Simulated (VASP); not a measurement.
# Cu3B (P-6m2) in VASP: notebook

Cu3B is run at these levels: PBE; tasks: single point.

Program: VASP 6.6.1. These are calculated values, not measurements. Logs are shortened: lines on timing, memory, paths and dates and some standing lists are left out, and cuts for length are marked.

## 1. The cell of the first run

Symmetry: P-6m2, No. 187, hexagonal system. The conventional cell has a = 2.585 Å, b = 2.585 Å, c = 7.312 Å, α = 90.00°, β = 90.00°, γ = 120.00°. Cu (site symmetry -6m2) has 12 Cu at 2.59 to 2.61 Å within 3.4 Å. Cu (site symmetry 3m) has 3 B at 2.13 Å and 9 Cu at 2.59 to 2.61 Å within 2.8 Å. B (site symmetry -6m2) has 6 Cu at 2.13 Å and 6 B at 2.59 Å within 2.8 Å.

The cell was built from a structure type or drawn by symmetry, and may not be a known phase.

## 2. Single point, PBE

File INCAR:

```
PREC     = Accurate       # precision mode
ENCUT    = 600            # plane-wave cutoff, eV
EDIFF    = 1E-6           # SCF threshold, eV
ISMEAR   = 0              # smearing method
SIGMA    = 0.1            # smearing width, eV
LREAL    = F              # projectors in reciprocal space
LASPH    = T              # aspherical terms in the spheres
NELM     = 120            # most SCF steps
ALGO     = Normal         # electronic algorithm
ISIF     = 2              # what is computed and relaxed
LWAVE    = F              # write WAVECAR
LCHARG   = F              # write CHGCAR
GGA      = PE             # functional
NBANDS   = 26             # bands
GGA_COMPAT= F
```

File KPOINTS:

```
Automatic mesh
0
Gamma
  6 6 4
```

File POSCAR:

```
Cu3B
1.0
    2.5853376917      0.0000000000      0.0000000000
   -1.2926688458      2.2389681184      0.0000000000
    0.0000000000      0.0000000000      7.3117846128
Cu B
3 1
Direct
    0.6666666667      0.3333333333      0.5000000000
    0.3333333333      0.6666666667      0.2076384684
    0.3333333333      0.6666666667      0.7923615316
    0.6666666667      0.3333333333      0.0000000000
```

Potentials or basis: VASP PAW PBE potentials, release 64 (Cu, B).

On the command line:

```console
> cat potpaw_PBE.64/Cu/POTCAR potpaw_PBE.64/B/POTCAR > POTCAR
> mpirun -np 1 vasp_std > vasp.out
```

OUTCAR:

```text
PREC = Accurate
   ENCUT = 600
   EDIFF = 1E-6
   ISMEAR = 0
   LREAL = F
   LASPH = T
   NELM = 120
   ISIF = 2
   GGA = PE

 ion  position               nearest neighbor table
   1  0.667  0.333  0.500-   2 2.61   3 2.61   2 2.61   3 2.61   2 2.61   3 2.61
   2  0.333  0.667  0.208-   4 2.13   4 2.13   4 2.13   1 2.61   1 2.61   1 2.61
   3  0.333  0.667  0.792-   4 2.13   4 2.13   4 2.13   1 2.61   1 2.61   1 2.61
   4  0.667  0.333  0.000-   2 2.13   3 2.13   2 2.13   3 2.13   2 2.13   3 2.13

  LATTYP: Found a hexagonal cell.
 ALAT       =     2.5853376917
 C/A-ratio  =     2.8281739118

  Lattice vectors:

 A1 = (   2.5853376917,   0.0000000000,   0.0000000000)
 A2 = (  -1.2926688458,   2.2389681184,   0.0000000000)
 A3 = (   0.0000000000,   0.0000000000,   7.3117846128)

Analysis of symmetry for initial positions (statically):
=====================================================================
 Subroutine PRICEL returns:
 Original cell was already a primitive cell.

 Routine SETGRP: Setting up the symmetry group for a
 hexagonal supercell.

 Subroutine GETGRP returns: Found 12 space group operations
 (whereof 12 operations were pure point group operations)
 out of a pool of 24 trial point group operations.

The static configuration has the point symmetry D_3h.

Analysis of symmetry for dynamics (positions and initial velocities):
=====================================================================
 Subroutine PRICEL returns:
 Original cell was already a primitive cell.

 Routine SETGRP: Setting up the symmetry group for a
 hexagonal supercell.

 Subroutine GETGRP returns: Found 12 space group operations
 (whereof 12 operations were pure point group operations)
 out of a pool of 24 trial point group operations.

The dynamic configuration has the point symmetry D_3h.

 Subroutine INISYM returns: Found 12 space group operations
 (whereof 12 operations are pure point group operations),
 and found     1 'primitive' translations

----------------------------------------------------------------------------------------

                                     Primitive cell

  volume of cell :      42.3242

  direct lattice vectors                    reciprocal lattice vectors
     2.585337692  0.000000000  0.000000000     0.386796666  0.223317159  0.000000000
    -1.292668846  2.238968118  0.000000000     0.000000000  0.446634319  0.000000000
     0.000000000  0.000000000  7.311784613     0.000000000  0.000000000  0.136765517

  length of vectors
     2.585337692  2.585337692  7.311784613     0.446634319  0.446634319  0.136765517

  position of ions in fractional coordinates (direct lattice)
     0.666666667  0.333333333  0.500000000
     0.333333333  0.666666667  0.207638468
     0.333333333  0.666666667  0.792361532
     0.666666667  0.333333333  0.000000000

  ion indices of the primitive-cell ions
   primitive index   ion index
                 1           1
                 2           2
                 3           3
                 4           4

----------------------------------------------------------------------------------------

 KPOINTS: Automatic mesh

Automatic generation of k-mesh.
 Grid dimensions read from file:
 generate k-points for:    6    6    4

 Generating k-lattice:

  Cartesian coordinates                     Fractional coordinates (reciprocal lattice)
     0.064466111  0.037219527  0.000000000     0.166666667  0.000000000  0.000000000
     0.000000000  0.074439053  0.000000000     0.000000000  0.166666667  0.000000000
     0.000000000  0.000000000  0.034191379     0.000000000  0.000000000  0.250000000

  Length of vectors
     0.074439053  0.074439053  0.034191379

  Shift w.r.t. Gamma in fractional coordinates (k-lattice)
     0.000000000  0.000000000  0.000000000

 Subroutine IBZKPT returns following result:
 ===========================================

 Found     21 irreducible k-points:

 Following reciprocal coordinates:
            Coordinates               Weight
  0.000000  0.000000  0.000000      1.000000
  0.166667  0.000000  0.000000      6.000000
  0.333333 -0.000000  0.000000      6.000000
  0.500000  0.000000  0.000000      3.000000
  0.166667  0.166667  0.000000      6.000000
  0.333333  0.166667  0.000000     12.000000
[... 13 lines left out ...]
  0.333333  0.166667  0.500000     12.000000
  0.333333  0.333333  0.500000      2.000000
   k-points           NKPTS =     21   k-points in BZ     NKDIM =     21   number of bands    NBANDS=     26
   number of dos      NEDOS =    301   number of ions     NIONS =      4
   total plane-waves  NPLWV =  34560
   dimension x,y,z NGX =    24 NGY =   24 NGZ =   60
   dimension x,y,z NGXF=    48 NGYF=   48 NGZF=  120
   ions per type =               3   1
   NGX,Y,Z   is equivalent  to a cutoff of  15.43, 15.43, 13.64 a.u.
   NGXF,Y,Z  is equivalent  to a cutoff of  30.87, 30.87, 27.28 a.u.
 SYSTEM =  unknown system
   PREC   = accura    normal or accurate (medium, high low for compatibility)
   ISTART =      0    job   : 0-new  1-cont  2-samecut
   ICHARG =      2    charge: 1-file 2-atom 10-const
   ISPIN  =      1    spin polarized calculation?
   LNONCOLLINEAR =      F non collinear calculations
   LSORBIT =      F    spin-orbit coupling
   LASPH  =      T    aspherical Exc in radial PAW
   ENCUT  =  600.0 eV  44.10 Ry    6.64 a.u.   5.16  5.16 14.60*2*pi/ulx,y,z
   NELM   =    120;   NELMIN=  2; NELMDL= -5     # of ELM steps
   EDIFF  = 0.1E-05   stopping-criterion for ELM
   LREAL  =      F    real-space projection
   EDIFFG = 0.1E-04   stopping-criterion for IOM
   NSW    =      0    number of steps for IOM
   IBRION =     -1    ionic relax: 0-MD 1-quasi-New 2-CG
   NFREE  =      0    steps in history (QN), initial steepest desc. (CG)
   ISIF   =      2    stress and relaxation
   ISYM   =      2    0-nonsym 1-usesym 2-fastsym
   POTIM  = 0.5000    time-step for ionic-motion
   TEBEG  =    0.0;   TEEND  =   0.0 temperature during run
   PSTRESS=    0.0 pullay stress
   NELECT =      36.0000    total number of electrons
   NUPDOWN=      -1.0000    fix difference up-down
   EMIN   =  10.00;   EMAX   =-10.00  energy-range for DOS
   EFERMI =   0.00;   METHOD = LEGACY
   ISMEAR =     0;   SIGMA  =   0.10  broadening in eV -4-tet -1-fermi 0-gaus
   EFERMI_NEDOS =   21; number of points for ismear=-14 and -15
   IALGO  =     38    algorithm
   IMIX   =      4    mixing-type and parameters
     AMIX     =   0.40;   BMIX     =  1.00
     AMIX_MAG =   1.60;   BMIX_MAG =  1.00
  volume/ion in A,a.u.               =      10.58        71.40
  Fermi-wavevector in a.u.,A,eV,Ry     =   1.551123  2.931197 32.735365  2.405981
  Thomas-Fermi vector in A             =   2.655687
   LORBIT       =      0    0 simple, 1 ext, 2 COOP (PROOUT), +10 PAW based schemes
   GGA     = PE    functional components
   LHFCALC =     F    Hartree Fock is set to
   AEXX    =    0.0000 exact exchange contribution
   IVDW    =     0    specifies the selected vdW correction
   LEPSILON=     F    determine dielectric tensor
   LRPA    =     F    only Hartree local field effects (RPA)
 non-spin polarized calculation
 Gauss-broadening in eV      SIGMA  =   0.10
  energy-cutoff  :      600.00
  volume of cell :       42.32
 maximum number of plane-waves:      1424
 NGX is ok and might be reduce to    24
   NGX = 11   NGY = 11   NGZ = 29

 number of electron      36.0000021 magnetization

 Free energy of the ion-electron system (eV)
  ---------------------------------------------------
  ext. energy  EPLUGINS =         0.00000000
  ---------------------------------------------------
  free energy    TOTEN  =       -16.63511735 eV

  energy without entropy =      -16.62999342  energy(sigma->0) =      -16.63255539

 E-fermi :   7.5627     XC(G=0): -12.6692

 val. band max:        7.5453293502   @ k =   0.3333   0.3333   0.2500
 cond. band min:       7.6715668477   @ k =   0.1667   0.0000   0.2500
 fundamental gap:      0.1262374974
 Fermi energy:         7.5626921660

 k-point     1 :       0.0000    0.0000    0.0000
  band No.  band energies     occupation
      1      -4.3502      2.00000
      2      -0.3145      2.00000
      3       0.0542      2.00000
      4       2.6738      2.00000
      5       4.0891      2.00000
      6       4.0891      2.00000
[... 18 lines left out ...]
     25      26.1464      0.00000
     26      26.8362      0.00000

 k-point     2 :       0.1667    0.0000    0.0000
  band No.  band energies     occupation
      1      -3.6436      2.00000
      2       0.4746      2.00000
      3       0.7506      2.00000
      4       2.9739      2.00000
      5       3.8143      2.00000
      6       3.8501      2.00000
[... 18 lines left out ...]
     25      23.7236      0.00000
     26      23.9851      0.00000

 k-point     3 :       0.3333   -0.0000    0.0000
  band No.  band energies     occupation
      1      -1.6803      2.00000
      2       2.0061      2.00000
      3       2.0595      2.00000
      4       3.1158      2.00000
      5       3.3482      2.00000
      6       3.5917      2.00000
[... 18 lines left out ...]
     25      21.2448      0.00000
     26      21.6329      0.00000

 k-point     4 :       0.5000    0.0000    0.0000
  band No.  band energies     occupation
      1       0.6679      2.00000
      2       1.1040      2.00000
      3       2.3042      2.00000
      4       3.1290      2.00000
      5       3.2747      2.00000
      6       3.3213      2.00000
[... 18 lines left out ...]
     25      18.6192      0.00000
     26      19.0550      0.00000

 k-point     5 :       0.1667    0.1667    0.0000
  band No.  band energies     occupation
      1      -2.3034      2.00000
      2       1.7890      2.00000
      3       1.8503      2.00000
      4       3.2231      2.00000
      5       3.3487      2.00000
      6       3.5601      2.00000
[... 18 lines left out ...]
     25      19.2755      0.00000
     26      20.3881      0.00000

 k-point     6 :       0.3333    0.1667    0.0000
  band No.  band energies     occupation
      1       0.0002      2.00000
      2       2.1431      2.00000
      3       2.5919      2.00000
      4       3.1178      2.00000
      5       3.4341      2.00000
      6       3.4905      2.00000
[... 340 lines left out ...]
 k-point    18 :       0.5000    0.0000    0.5000
  band No.  band energies     occupation
      1       0.6628      2.00000
      2       1.1431      2.00000
      3       2.3406      2.00000
      4       2.8297      2.00000
      5       3.2792      2.00000
      6       3.4969      2.00000
[... 18 lines left out ...]
     25      20.5934      0.00000
     26      20.9763      0.00000

 k-point    19 :       0.1667    0.1667    0.5000
  band No.  band energies     occupation
      1      -2.2659      2.00000
      2       1.0851      2.00000
      3       2.6901      2.00000
      4       3.0930      2.00000
      5       3.3171      2.00000
      6       3.6644      2.00000
[... 18 lines left out ...]
     25      19.0898      0.00000
     26      21.8202      0.00000

 k-point    20 :       0.3333    0.1667    0.5000
  band No.  band energies     occupation
      1       0.0083      2.00000
      2       2.2273      2.00000
      3       2.5785      2.00000
      4       2.9998      2.00000
      5       3.2430      2.00000
      6       3.6457      2.00000
[... 18 lines left out ...]
     25      16.8640      0.00000
     26      19.6410      0.00000

 k-point    21 :       0.3333    0.3333    0.5000
  band No.  band energies     occupation
      1       1.4786      2.00000
      2       2.2378      2.00000
      3       2.6757      2.00000
      4       2.8906      2.00000
      5       3.4590      2.00000
      6       3.5798      2.00000
[... 18 lines left out ...]
     25      15.5472      0.00000
     26      15.5963      0.00000

------------------------ aborting loop because EDIFF is reached ----------------------------------------

  FORCE on cell =-STRESS in cart. coord.  units (eV):
  Direction    XX          YY          ZZ          XY          YZ          ZX
  --------------------------------------------------------------------------------------
  -------------------------------------------------------------------------------------
  Total        1.2242618      1.2242618     -1.0004058      0.0000000      0.0000000     -0.0000000
  in kB       46.3442976     46.3442976    -37.8702514      0.0000000      0.0000000     -0.0000000
  external PRESSURE =      18.2727813 kB  Pullay stress =       0.0000000 kB

 VOLUME and BASIS-vectors are now :
 -----------------------------------------------------------------------------
  energy-cutoff  :      600.00
  volume of cell :       42.32
      direct lattice vectors                 reciprocal lattice vectors
     2.585337692  0.000000000  0.000000000     0.386796666  0.223317159  0.000000000
    -1.292668846  2.238968118  0.000000000     0.000000000  0.446634319  0.000000000
     0.000000000  0.000000000  7.311784613     0.000000000  0.000000000  0.136765517

 POSITION                                       TOTAL-FORCE (eV/Angst)
 -----------------------------------------------------------------------------------
      1.29267      0.74632      3.65589        -0.000000      0.000000      0.000000
     -0.00000      1.49265      1.51821        -0.000000      0.000000     -0.069860
     -0.00000      1.49265      5.79358        -0.000000      0.000000      0.069860
      1.29267      0.74632      0.00000         0.000000      0.000000      0.000000
 -----------------------------------------------------------------------------------
    total drift:                                0.000000     -0.000000     -0.000000

  FREE ENERGIE OF THE ION-ELECTRON SYSTEM (eV)
  ---------------------------------------------------
  free  energy   TOTEN  =       -16.6351173483 eV

  energy  without entropy=      -16.6299934224  energy(sigma->0) =      -16.63255539
```

It took 42 s on 1 thread of Intel Xeon 8259CL, shared host; peak memory 0.18 GiB.

What came out:

```yaml
Free_energy: -16.6351 eV
Pressure: 1.8 GPa
Largest_force: 0.070 eV/Å
Band_gap_on_the_k_mesh: zero (bands 18 and 19 overlap by 2.05 eV)
```

Forces on the atoms (eV/Å):
```
Cu   0.000  0.000  0.000
Cu   0.000  0.000 -0.070
Cu   0.000  0.000  0.070
B    0.000  0.000  0.000
```

Stress tensor (GPa, compression positive):
```
 4.63  0.00  0.00
 0.00  4.63  0.00
 0.00  0.00 -3.79
```

Caveat: the k points lie up to 0.47 Å⁻¹ apart, too coarse for converged energies and pressures of a metal.

## 3. Single point, PBE

File INCAR:

```
ALGO = Normal
EDIFF = 1E-6
ENCUT = 600
GGA = PE
GGA_COMPAT = F
ISIF = 2
ISMEAR = 0
LASPH = T
LCHARG = F
LREAL = F
LWAVE = F
NBANDS = 26
NELM = 120
PREC = Accurate
SIGMA = 0.2
```

File KPOINTS:

```
k-points
0
Gamma
  9 9 3
```

POSCAR is that of step 2.

Potentials or basis: VASP PAW PBE potentials, release 64 (Cu, B).

On the command line:

```console
> cat potpaw_PBE.64/Cu/POTCAR potpaw_PBE.64/B/POTCAR > POTCAR
> mpirun -np 1 vasp_std > vasp.out
```

It took 48 s on 1 thread of Intel Xeon 8259CL, shared host; peak memory 0.19 GiB.

Results (log left out):

```
Free energy            : -16.6773 eV
Pressure               : 0.7 GPa
Band gap on the k mesh : zero (bands 18 and 19 overlap by 2.29 eV)
```

Stress tensor (GPa, compression positive):
```
0.71 0.00 0.00
0.00 0.71 0.00
0.00 0.00 0.62
```

Levels at points of the mesh, in eV from the Fermi level:
| k point | band 16 | band 17 | band 18 | band 19 | band 20 | band 21 |
| --- | --- | --- | --- | --- | --- | --- |
| (0.00, 0.00, 0.00) | -2.72 | -2.01 | -2.01 | -1.03 | 4.47 | 7.22 |
